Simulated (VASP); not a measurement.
Li, 2 atoms in the cell. Symmetry: P6_3/mmc, No. 194, hexagonal system. The conventional cell has a = 3.080 Å, b = 3.080 Å, c = 5.042 Å, α = 90.00°, β = 90.00°, γ = 120.00°. Within 4.1 Å of Li (site symmetry -6m2) lie 12 Li at 3.08 Å.  This cell differs from its parent crystal: volume scaled by 0.97.

```yaml
Program: VASP 6.6.1
Task: electric field gradients
Functional: PBE
Potentials_or_basis: VASP PAW PBE potentials, release 64 (Li_sv)
Cutoff: 520 eV
k_mesh: 15 × 15 × 8
Occupations: fermi-dirac, width 0.08 eV
Spin: no spin polarisation
Dipole_correction: no
Further_INCAR_settings: ALGO = Normal; EDIFF = 1e-08; NBANDS = 10
```

Potentials or basis: VASP PAW PBE potentials, release 64 (Li_sv).

The run is started by

```bash
$ cat potpaw_PBE.64/Li_sv/POTCAR > POTCAR
$ mpirun -np 1 vasp_std > vasp.out
```

Hardware: 1 thread of Intel(R) Xeon(R) Platinum 8559C (Emerald Rapids), on a shared host.

Q: Estimate the wall time of this run.

A: It took 18 s on 1 thread of Intel(R) Xeon(R) Platinum 8559C (Emerald Rapids), with other jobs on the host, peak memory 0.17 GiB. Counts: scf iterations 14, k points 135.
